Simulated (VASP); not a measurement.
# BN (P1) in VASP: single point with PBE

Aim: the single point of BN with PBE.

Everything below comes from runs of VASP 6.6.1. Logs are shortened: lines on timing, memory, paths and dates and some standing lists are left out, and cuts for length are marked.

## (1) The cell of the first run

The typed cell holds 4 atoms: a = 2.470 Å, b = 2.455 Å, c = 6.776 Å, α = 89.72°, β = 87.95°, γ = 122.25°.

## (2) Single point, PBE (atoms moved at random and the cell strained at random)

INCAR

```
ALGO = Normal
EDIFF = 1E-7
ENCUT = 520
GGA = PE
ISIF = 2
ISMEAR = 0
LASPH = True
LCHARG = True
LELF = True
LREAL = False
LVHAR = True
LWAVE = False
NBANDS = 16
NELM = 100
PREC = Accurate
SIGMA = 0.02
```

KPOINTS

```
k-points
0
Gamma
  12 12 4
```

POSCAR

```
BN
1.0
    2.4695868583     -0.0442455334      0.0452220902
   -1.2731111851      2.0991750019      0.0066639807
    0.1203012720      0.0899262000      6.7747068480
B N
2 2
Direct
    0.3122342563      0.6766412096      0.2363598150
    0.7102940958      0.3881679563      0.7541689185
    0.3293213832      0.6943537474      0.7453551913
    0.6481525704      0.2408416982      0.2641160752
```

Potentials or basis: VASP PAW PBE potentials, release 64 (B, N).

Run with:

```bash
$ cat potpaw_PBE.64/B/POTCAR potpaw_PBE.64/N/POTCAR > POTCAR
$ mpirun -np 1 vasp_std > vasp.out
```

OUTCAR:

```text
EDIFF = 1E-7
   ENCUT = 520
   GGA = PE
   ISIF = 2
   ISMEAR = 0
   LASPH = True
   LREAL = False
   NELM = 100
   PREC = Accurate

 ion  position               nearest neighbor table
   1  0.312  0.677  0.236-   4 1.20   4 1.41   4 1.68
   2  0.710  0.388  0.754-   3 1.29   3 1.44   3 1.49
   3  0.329  0.694  0.745-   2 1.29   2 1.44   2 1.49
   4  0.648  0.241  0.264-   1 1.20   1 1.41   1 1.68

  LATTYP: Found a triclinic cell.
 ALAT       =     2.3784409434
 B/A-ratio  =     1.0322201983
 C/A-ratio  =     2.8490812916
 COS(alpha) =     0.0048544139
 COS(beta)  =     0.0422059960
 COS(gamma) =     0.4779304866

  Lattice vectors:

 A1 = (   1.1964756732,   2.0549294685,   0.0518860709)
 A2 = (  -1.2731111851,   2.0991750019,   0.0066639807)
 A3 = (   0.1203012720,   0.0899262000,   6.7747068480)

Analysis of symmetry for initial positions (statically):
=====================================================================
 Subroutine PRICEL returns:
 Original cell was already a primitive cell.

 Routine SETGRP: Setting up the symmetry group for a
 triclinic supercell.

 Subroutine GETGRP returns: Found  1 space group operations
 (whereof  1 operations were pure point group operations)
 out of a pool of  2 trial point group operations.

The static configuration has the point symmetry C_1 .

Analysis of symmetry for dynamics (positions and initial velocities):
=====================================================================
 Subroutine PRICEL returns:
 Original cell was already a primitive cell.

 Routine SETGRP: Setting up the symmetry group for a
 triclinic supercell.

 Subroutine GETGRP returns: Found  1 space group operations
 (whereof  1 operations were pure point group operations)
 out of a pool of  2 trial point group operations.

The dynamic configuration has the point symmetry C_1 .

 Subroutine INISYM returns: Found  1 space group operations
 (whereof  1 operations are pure point group operations),
 and found     1 'primitive' translations

----------------------------------------------------------------------------------------

                                     Primitive cell

  volume of cell :      34.7210

  direct lattice vectors                    reciprocal lattice vectors
     2.469586858 -0.044245533  0.045222090     0.409570516  0.248430572 -0.010570534
    -1.273111185  2.099175002  0.006663981     0.008750244  0.481705278 -0.006549448
     0.120301272  0.089926200  6.774706848    -0.002742546 -0.002132140  0.147684865

  length of vectors
     2.470397125  2.455074782  6.776371595     0.479142456  0.481829261  0.147725715

  position of ions in fractional coordinates (direct lattice)
     0.312234256  0.676641210  0.236359815
     0.710294096  0.388167956  0.754168918
     0.329321383  0.694353747  0.745355191
     0.648152570  0.240841698  0.264116075

  ion indices of the primitive-cell ions
   primitive index   ion index
                 1           1
                 2           2
                 3           3
                 4           4

----------------------------------------------------------------------------------------

 KPOINTS: k-points

Automatic generation of k-mesh.
 Grid dimensions read from file:
 generate k-points for:   12   12    4

 Generating k-lattice:

  Cartesian coordinates                     Fractional coordinates (reciprocal lattice)
     0.034130876  0.020702548 -0.000880878     0.083333333 -0.000000000  0.000000000
     0.000729187  0.040142107 -0.000545787     0.000000000  0.083333333  0.000000000
    -0.000685637 -0.000533035  0.036921216     0.000000000  0.000000000  0.250000000

  Length of vectors
     0.039928538  0.040152438  0.036931429

  Shift w.r.t. Gamma in fractional coordinates (k-lattice)
     0.000000000  0.000000000  0.000000000

 Subroutine IBZKPT returns following result:
 ===========================================

 Found    292 irreducible k-points:

 Following reciprocal coordinates:
            Coordinates               Weight
  0.000000  0.000000  0.000000      1.000000
  0.083333 -0.000000  0.000000      2.000000
  0.166667  0.000000  0.000000      2.000000
  0.250000 -0.000000  0.000000      2.000000
  0.333333 -0.000000  0.000000      2.000000
  0.416667 -0.000000  0.000000      2.000000
[... 16 lines left out ...]
  0.250000  0.166667  0.000000      2.000000
  0.333333  0.166667  0.000000      2.000000
 [... further k-points ...]
   k-points           NKPTS =    292   k-points in BZ     NKDIM =    292   number of bands    NBANDS=     16
   number of dos      NEDOS =    301   number of ions     NIONS =      4
   total plane-waves  NPLWV =  16200
   dimension x,y,z NGX =    18 NGY =   18 NGZ =   50
   dimension x,y,z NGXF=    36 NGYF=   36 NGZF=  100
   ions per type =               2   2
   NGX,Y,Z   is equivalent  to a cutoff of  12.11, 12.19, 12.27 a.u.
   NGXF,Y,Z  is equivalent  to a cutoff of  24.23, 24.38, 24.53 a.u.
 SYSTEM =  unknown system
   PREC   = accura    normal or accurate (medium, high low for compatibility)
   ISTART =      0    job   : 0-new  1-cont  2-samecut
   ICHARG =      2    charge: 1-file 2-atom 10-const
   ISPIN  =      1    spin polarized calculation?
   LNONCOLLINEAR =      F non collinear calculations
   LSORBIT =      F    spin-orbit coupling
   LASPH  =      T    aspherical Exc in radial PAW
   ENCUT  =  520.0 eV  38.22 Ry    6.18 a.u.   4.59  4.56 12.60*2*pi/ulx,y,z
   NELM   =    100;   NELMIN=  2; NELMDL= -5     # of ELM steps
   EDIFF  = 0.1E-06   stopping-criterion for ELM
   LREAL  =      F    real-space projection
   EDIFFG = 0.1E-05   stopping-criterion for IOM
   NSW    =      0    number of steps for IOM
   IBRION =     -1    ionic relax: 0-MD 1-quasi-New 2-CG
   NFREE  =      0    steps in history (QN), initial steepest desc. (CG)
   ISIF   =      2    stress and relaxation
   ISYM   =      2    0-nonsym 1-usesym 2-fastsym
   POTIM  = 0.5000    time-step for ionic-motion
   TEBEG  =    0.0;   TEEND  =   0.0 temperature during run
   PSTRESS=    0.0 pullay stress
   NELECT =      16.0000    total number of electrons
   NUPDOWN=      -1.0000    fix difference up-down
   EMIN   =  10.00;   EMAX   =-10.00  energy-range for DOS
   EFERMI =   0.00;   METHOD = LEGACY
   ISMEAR =     0;   SIGMA  =   0.02  broadening in eV -4-tet -1-fermi 0-gaus
   EFERMI_NEDOS =   21; number of points for ismear=-14 and -15
   IALGO  =     38    algorithm
   IMIX   =      4    mixing-type and parameters
     AMIX     =   0.40;   BMIX     =  1.00
     AMIX_MAG =   1.60;   BMIX_MAG =  1.00
  volume/ion in A,a.u.               =       8.68        58.58
  Fermi-wavevector in a.u.,A,eV,Ry     =   1.264496  2.389551 21.755035  1.598950
  Thomas-Fermi vector in A             =   2.397798
   LORBIT       =      0    0 simple, 1 ext, 2 COOP (PROOUT), +10 PAW based schemes
   GGA     = PE    functional components
   LHFCALC =     F    Hartree Fock is set to
   AEXX    =    0.0000 exact exchange contribution
   IVDW    =     0    specifies the selected vdW correction
   LEPSILON=     F    determine dielectric tensor
   LRPA    =     F    only Hartree local field effects (RPA)
 non-spin polarized calculation
 Gauss-broadening in eV      SIGMA  =   0.02
  energy-cutoff  :      520.00
  volume of cell :       34.72
 maximum number of plane-waves:       956
   NGX =  9   NGY =  9   NGZ = 25

 number of electron      16.0000000 magnetization

 Free energy of the ion-electron system (eV)
  ---------------------------------------------------
  ext. energy  EPLUGINS =         0.00000000
  ---------------------------------------------------
  free energy    TOTEN  =       -32.51493146 eV

  energy without entropy =      -32.51493146  energy(sigma->0) =      -32.51493146

 E-fermi :   4.1795     XC(G=0): -10.1094

 val. band max:        4.0425995110   @ k =  -0.0000   0.0000   0.5000
 cond. band min:       6.1878896611   @ k =   0.0000   0.5000   0.5000
 fundamental gap:      2.1452901501
 Fermi energy:         4.1795057782

 k-point     1 :       0.0000    0.0000    0.0000
  band No.  band energies     occupation
      1     -15.8463      2.00000
      2     -15.5516      2.00000
      3      -4.1974      2.00000
      4      -2.2982      2.00000
      5      -1.1729      2.00000
      6       0.0600      2.00000
[... 8 lines left out ...]
     15      17.2354      0.00000
     16      18.5034      0.00000

 k-point     2 :       0.0833   -0.0000    0.0000
  band No.  band energies     occupation
      1     -15.7065      2.00000
      2     -15.4174      2.00000
      3      -3.9959      2.00000
      4      -2.1317      2.00000
      5      -1.4957      2.00000
      6      -0.3846      2.00000
[... 8 lines left out ...]
     15      17.3185      0.00000
     16      18.6525      0.00000

 k-point     3 :       0.1667    0.0000    0.0000
  band No.  band energies     occupation
      1     -15.2950      2.00000
      2     -15.0234      2.00000
      3      -3.4117      2.00000
      4      -2.4456      2.00000
      5      -1.6066      2.00000
      6      -1.4881      2.00000
[... 8 lines left out ...]
     15      17.8866      0.00000
     16      18.2180      0.00000

 k-point     4 :       0.2500   -0.0000    0.0000
  band No.  band energies     occupation
      1     -14.6413      2.00000
      2     -14.4012      2.00000
      3      -3.7212      2.00000
      4      -3.1927      2.00000
      5      -2.3680      2.00000
      6      -0.6615      2.00000
[... 8 lines left out ...]
     15      18.1086      0.00000
     16      19.1770      0.00000
[... 324 lines left out ...]
 k-point    22 :       0.1667    0.1667    0.0000
  band No.  band energies     occupation
      1     -14.2351      2.00000
      2     -14.0471      2.00000
      3      -4.2681      2.00000
      4      -3.6249      2.00000
      5      -1.7023      2.00000
      6      -1.0964      2.00000
[... 8 lines left out ...]
     15      17.5658      0.00000
     16      18.6504      0.00000

 k-point    23 :       0.2500    0.1667    0.0000
  band No.  band energies     occupation
      1     -13.4661      2.00000
      2     -13.2922      2.00000
      3      -5.1934      2.00000
      4      -5.0120      2.00000
      5      -2.0089      2.00000
      6      -0.7168      2.00000
[... 8 lines left out ...]
     15      17.3740      0.00000
     16      19.7898      0.00000

 k-point    24 :       0.3333    0.1667    0.0000
  band No.  band energies     occupation
      1     -12.7311      2.00000
      2     -12.5799      2.00000
      3      -6.1497      2.00000
      4      -6.0123      2.00000
      5      -2.6372      2.00000
      6      -1.6542      2.00000
[... 8 lines left out ...]
     15      18.0558      0.00000
     16      20.2872      0.00000

 [... further k-points ...]

------------------------ aborting loop because EDIFF is reached ----------------------------------------

  FORCE on cell =-STRESS in cart. coord.  units (eV):
  Direction    XX          YY          ZZ          XY          YZ          ZX
  --------------------------------------------------------------------------------------
  -------------------------------------------------------------------------------------
  Total        8.1770385     21.1088872      0.3329670      6.7614134      2.8634800     -0.4847030
  in kB      377.3240228    974.0556162     15.3645439    312.0009415    132.1333873    -22.3663011
  external PRESSURE =     455.5813943 kB  Pullay stress =       0.0000000 kB

 VOLUME and BASIS-vectors are now :
 -----------------------------------------------------------------------------
  energy-cutoff  :      520.00
  volume of cell :       34.72
      direct lattice vectors                 reciprocal lattice vectors
     2.469586858 -0.044245533  0.045222090     0.409570516  0.248430572 -0.010570534
    -1.273111185  2.099175002  0.006663981     0.008750244  0.481705278 -0.006549448
     0.120301272  0.089926200  6.774706848    -0.002742546 -0.002132140  0.147684865

 POSITION                                       TOTAL-FORCE (eV/Angst)
 -----------------------------------------------------------------------------------
     -0.06192      1.42783      1.61990         1.895169    -14.155652      0.656902
      1.35068      0.85122      5.14398        -5.922131     -3.092826     -0.952570
      0.01897      1.51003      5.06908         5.921882      3.073817      0.979727
      1.32582      0.50064      1.82022        -1.894920     14.174661     -0.684059
 -----------------------------------------------------------------------------------
    total drift:                               -0.000153      0.000308     -0.000040

  FREE ENERGIE OF THE ION-ELECTRON SYSTEM (eV)
  ---------------------------------------------------
  free  energy   TOTEN  =       -32.5149314635 eV

  energy  without entropy=      -32.5149314635  energy(sigma->0) =      -32.51493146
```

Run time: 4 min. Hardware: 1 thread of Intel Xeon 8259CL, shared host; peak memory 0.24 GiB.

Results:

```
Free energy            : -32.5149 eV
Pressure               : 45.6 GPa
Largest force          : 14.317 eV/Å
Band gap on the k mesh : 2.15 eV (least direct gap 3.02 eV)
```

Forces in eV/Å, atoms in the order of the input:
```
B     1.895 -14.156   0.657
B    -5.922  -3.093  -0.953
N     5.922   3.074   0.980
N    -1.895  14.175  -0.684
```

Stress tensor (GPa, compression positive):
```
37.73 31.20 -2.24
31.20 97.41 13.21
-2.24 13.21  1.54
```

Caveat: the cell differs from its parent crystal (atoms moved at random and the cell strained at random); the stress differs along the axes, from 2 to 97 GPa; forces of over 1 eV/Å act on the atoms, so gaps and moduli don't describe the material at rest.
